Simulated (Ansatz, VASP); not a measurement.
# One calculation of KBr, two programs

```xyz
2
Lattice="0.0000 3.6883 3.6883 3.6883 0.0000 3.6883 3.6883 3.6883 0.0000" Properties=species:S:1:pos:R:3 pbc="T T T"
K     0.0000    0.0000    0.0000
Br    1.8441    1.8441    1.8441
```

Alike in both runs: task single point; functional PBE; k mesh 4 × 4 × 4; no spin polarisation.

```csv
,VASP,Ansatz
version,VASP 6.6.1,Ansatz 0.2.0
potentials or method,"VASP PAW PBE potentials, release 64 (K_sv, Br)","plane waves, PAW"
plane-wave cutoff (eV),520,420
occupations,"gaussian, width 0.01 eV",fixed
valence electrons in the cell,16,16
```

|  | VASP | Ansatz | Ansatz less VASP |
| --- | --- | --- | --- |
| gap on the k mesh at the Fermi level (eV) | 4.28 | 4.28 | +0.001 |
| pressure (GPa) | 0.3 | 0.3 | -0.02 |
